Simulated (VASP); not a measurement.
# Se (Fd-3m) in VASP: notebook, part 2 of 2

VASP 6.6.1. The steps go on from the part before.

## 3. Single point, HSE06

File POSCAR:

```
Se
1.0
    0.0000000000      3.1670468410      3.1670468410
    3.1670468410      0.0000000000      3.1670468410
    3.1670468410      3.1670468410      0.0000000000
Se
2
Direct
    0.1250000000      0.1250000000      0.1250000000
    0.8750000000      0.8750000000      0.8750000000
```

File INCAR.step1:

```
SYSTEM = Se
PREC = Accurate
ENCUT = 520
EDIFF = 1E-5
ISMEAR = -1
SIGMA = 0.1
LREAL = .FALSE.
LASPH = .TRUE.
NELM = 100
ALGO = Normal
ISIF = 2
LWAVE = .TRUE.
LCHARG = .FALSE.
GGA = PE
NBANDS = 13
```

File INCAR.step2:

```
SYSTEM = Se
PREC = Accurate
ENCUT = 520
EDIFF = 1E-6
ISMEAR = -1
SIGMA = 0.1
LREAL = .FALSE.
LASPH = .TRUE.
NELM = 100
ALGO = Normal
ISIF = 2
LWAVE = .FALSE.
LCHARG = .FALSE.
GGA = PE
LHFCALC = .TRUE.
HFSCREEN = 0.2079
PRECFOCK = Normal
ISTART = 1
NBANDS = 13
```

File KPOINTS:

```
regular mesh
0
G
  5 5 5
  0 0 0
```

Potentials or basis: VASP PAW PBE potentials, release 64 (Se).

The run is started by

```sh
cat potpaw_PBE.64/Se/POTCAR > POTCAR
cp INCAR.step1 INCAR
mpirun -np 1 vasp_std > vasp.out
cp INCAR.step2 INCAR
mpirun -np 1 vasp_std > vasp.out
```

OUTCAR:

```text
SYSTEM = Se
   PREC = Accurate
   ENCUT = 520
   EDIFF = 1E-6
   ISMEAR = -1
   LREAL = .FALSE.
   LASPH = .TRUE.
   NELM = 100
   ISIF = 2
   GGA = PE
   LHFCALC = .TRUE.
   HFSCREEN = 0.2079
   PRECFOCK = Normal
   ISTART = 1

 ion  position               nearest neighbor table
   1  0.125  0.125  0.125-   2 2.74   2 2.74   2 2.74   2 2.74
   2  0.875  0.875  0.875-   1 2.74   1 2.74   1 2.74   1 2.74

  LATTYP: Found a face centered cubic cell.
 ALAT       =     6.3340936820

  Lattice vectors:

 A1 = (   0.0000000000,   3.1670468410,   3.1670468410)
 A2 = (   3.1670468410,   0.0000000000,   3.1670468410)
 A3 = (   3.1670468410,   3.1670468410,   0.0000000000)

Analysis of symmetry for initial positions (statically):
=====================================================================
 Subroutine PRICEL returns:
 Original cell was already a primitive cell.

 Routine SETGRP: Setting up the symmetry group for a
 face centered cubic supercell.

 Subroutine GETGRP returns: Found 48 space group operations
 (whereof 12 operations were pure point group operations)
 out of a pool of 48 trial point group operations.

The static configuration has the point symmetry D_3d.
 The point group associated with its full space group is O_h .

Analysis of symmetry for dynamics (positions and initial velocities):
=====================================================================
 Subroutine PRICEL returns:
 Original cell was already a primitive cell.

 Routine SETGRP: Setting up the symmetry group for a
 face centered cubic supercell.

 Subroutine GETGRP returns: Found 48 space group operations
 (whereof 12 operations were pure point group operations)
 out of a pool of 48 trial point group operations.

The dynamic configuration has the point symmetry D_3d.
 The point group associated with its full space group is O_h .

 Subroutine INISYM returns: Found 48 space group operations
 (whereof 12 operations are pure point group operations),
 and found     1 'primitive' translations

----------------------------------------------------------------------------------------

                                     Primitive cell

  volume of cell :      63.5321

  direct lattice vectors                    reciprocal lattice vectors
     0.000000000  3.167046841  3.167046841    -0.157875783  0.157875783  0.157875783
     3.167046841  0.000000000  3.167046841     0.157875783 -0.157875783  0.157875783
     3.167046841  3.167046841  0.000000000     0.157875783  0.157875783 -0.157875783

  length of vectors
     4.478880595  4.478880595  4.478880595     0.273448878  0.273448878  0.273448878

  position of ions in fractional coordinates (direct lattice)
     0.125000000  0.125000000  0.125000000
     0.875000000  0.875000000  0.875000000

  ion indices of the primitive-cell ions
   primitive index   ion index
                 1           1
                 2           2

----------------------------------------------------------------------------------------

 KPOINTS: regular mesh

Automatic generation of k-mesh.
 Grid dimensions read from file:
 generate k-points for:    5    5    5

 Generating k-lattice:

  Cartesian coordinates                     Fractional coordinates (reciprocal lattice)
[... 34 lines left out ...]
   NGXF,Y,Z  is equivalent  to a cutoff of  26.72, 26.72, 26.72 a.u.
 SYSTEM =  Se
   PREC   = accura    normal or accurate (medium, high low for compatibility)
   ISTART =      1    job   : 0-new  1-cont  2-samecut
   ICHARG =      0    charge: 1-file 2-atom 10-const
   ISPIN  =      1    spin polarized calculation?
   LNONCOLLINEAR =      F non collinear calculations
   LSORBIT =      F    spin-orbit coupling
   LASPH  =      T    aspherical Exc in radial PAW
   ENCUT  =  520.0 eV  38.22 Ry    6.18 a.u.   8.33  8.33  8.33*2*pi/ulx,y,z
   NELM   =    100;   NELMIN=  2; NELMDL=  0     # of ELM steps
   EDIFF  = 0.1E-05   stopping-criterion for ELM
   LREAL  =      F    real-space projection
   EDIFFG = 0.1E-04   stopping-criterion for IOM
   NSW    =      0    number of steps for IOM
   IBRION =     -1    ionic relax: 0-MD 1-quasi-New 2-CG
   NFREE  =      0    steps in history (QN), initial steepest desc. (CG)
   ISIF   =      2    stress and relaxation
   ISYM   =      3    0-nonsym 1-usesym 2-fastsym
   POTIM  = 0.5000    time-step for ionic-motion
   TEBEG  =    0.0;   TEEND  =   0.0 temperature during run
   PSTRESS=    0.0 pullay stress
   NELECT =      12.0000    total number of electrons
   NUPDOWN=      -1.0000    fix difference up-down
   EMIN   =  10.00;   EMAX   =-10.00  energy-range for DOS
   EFERMI =   0.00;   METHOD = LEGACY
   ISMEAR =    -1;   SIGMA  =   0.10  broadening in eV -4-tet -1-fermi 0-gaus
   EFERMI_NEDOS =   21; number of points for ismear=-14 and -15
   IALGO  =     38    algorithm
   IMIX   =      1    mixing-type and parameters
     AMIX     =   0.40;   BMIX     =  1.00
     AMIX_MAG =   1.60;   BMIX_MAG =  1.00
  volume/ion in A,a.u.               =      31.77       214.37
  Fermi-wavevector in a.u.,A,eV,Ry     =   0.939300  1.775019 12.004197  0.882284
  Thomas-Fermi vector in A             =   2.066598
   LORBIT       =      0    0 simple, 1 ext, 2 COOP (PROOUT), +10 PAW based schemes
   GGA     = PE    functional components
   LHFCALC =     T    Hartree Fock is set to
   PRECFOCK=normal    Normal, Fast or Accurate (Low or Medium for compatibility)
   ENCUT4O =  -1.0   cutoff for four orbital integrals eV
   NKREDX  =     1    reduce k-point grid by
   NKREDY  =     1    reduce k-point grid by
   NKREDZ  =     1    reduce k-point grid by
   AEXX    =    0.2500 exact exchange contribution
   HFSCREEN=    0.2079 screening length (either q_TF or 0.3 A-1)
   HFSCREENC=   0.2079 screening length for correlation (either q_TF or 0.3 A-1)
   ENCUTFOCK=  -1.0 apply spherical cutoff to Coloumb kernel
   IVDW    =     0    specifies the selected vdW correction
   LEPSILON=     F    determine dielectric tensor
   LRPA    =     F    only Hartree local field effects (RPA)
 non-spin polarized calculation
  energy-cutoff  :      520.00
  volume of cell :       63.53
 maximum number of plane-waves:      1736
 NGX is ok and might be reduce to    36
  NGX = 28; NGY = 28; NGZ = 28

 number of electron      11.9999999 magnetization

 Free energy of the ion-electron system (eV)
  ---------------------------------------------------
  ext. energy  EPLUGINS =         0.00000000
  ---------------------------------------------------
  free energy    TOTEN  =        -7.25561623 eV

  energy without entropy =       -7.19566285  energy(sigma->0) =       -7.22563954

 E-fermi :   1.8444     XC(G=0):  -6.8553

 val. band max:        1.6264186424   @ k =  -0.2000   0.2000   0.0000
 cond. band min:       1.8616407569   @ k =  -0.4000   0.2000   0.0000
 fundamental gap:      0.2352221144
 Fermi energy:         1.8443552918

 k-point     1 :       0.0000    0.0000    0.0000
  band No.  band energies     occupation
      1     -15.1712      2.00000
      2      -9.5689      2.00000
      3      -2.0947      2.00000
      4      -2.0947      2.00000
      5      -2.0947      2.00000
      6       0.9513      1.99974
      7       0.9513      1.99974
      8       0.9513      1.99974
      9       6.6232      0.00000
     10      10.1205      0.00000
     11      10.1205      0.00000
     12      12.0442      0.00000
     13      12.0442      0.00000
[... 130 lines left out ...]
  band No.  band energies     occupation
      1     -13.5557      2.00000
      2     -12.2974      2.00000
      3      -4.0853      2.00000
      4      -3.6175      2.00000
      5      -0.2973      2.00000
      6       0.8984      1.99984
      7       3.4872      0.00000
      8       3.5230      0.00000
      9       8.2448      0.00000
     10       8.5296      0.00000
     11      11.2504      0.00000
     12      12.8734      0.00000
     13      14.1021      0.00000

------------------------ aborting loop because EDIFF is reached ----------------------------------------

  FORCE on cell =-STRESS in cart. coord.  units (eV):
  Direction    XX          YY          ZZ          XY          YZ          ZX
  --------------------------------------------------------------------------------------
  -------------------------------------------------------------------------------------
  Total       -0.7510712     -0.7510712     -0.7510712      0.0000000      0.0000000     -0.0000000
  in kB      -18.9407955    -18.9407955    -18.9407955      0.0000000      0.0000000     -0.0000000
  external PRESSURE =     -18.9407955 kB  Pullay stress =       0.0000000 kB

 VOLUME and BASIS-vectors are now :
 -----------------------------------------------------------------------------
  energy-cutoff  :      520.00
  volume of cell :       63.53
      direct lattice vectors                 reciprocal lattice vectors
     0.000000000  3.167046841  3.167046841    -0.157875783  0.157875783  0.157875783
     3.167046841  0.000000000  3.167046841     0.157875783 -0.157875783  0.157875783
     3.167046841  3.167046841  0.000000000     0.157875783  0.157875783 -0.157875783

 POSITION                                       TOTAL-FORCE (eV/Angst)
 -----------------------------------------------------------------------------------
      0.79176      0.79176      0.79176        -0.000000     -0.000000     -0.000000
      5.54233      5.54233      5.54233         0.000000      0.000000      0.000000
 -----------------------------------------------------------------------------------
    total drift:                                0.000000      0.000000      0.000000

  FREE ENERGIE OF THE ION-ELECTRON SYSTEM (eV)
  ---------------------------------------------------
  free  energy   TOTEN  =        -7.2556162261 eV

  energy  without entropy=       -7.1956628452  energy(sigma->0) =       -7.22563954
```

Wall time 18 min (1 thread of Oxide Virtual Turin-like, shared host); peak memory 0.28 GiB.

Results:

| Quantity | Value |
| --- | --- |
| Free energy | -7.2556 eV |
| Pressure | -1.9 GPa |
| Band gap on the k mesh | zero (band 6 reaches 2.14 eV, above the bottom of band 7 at 0.95 eV) |

Caveat: the PAW data sets were made with another functional, which shifts forces and pressure a little.
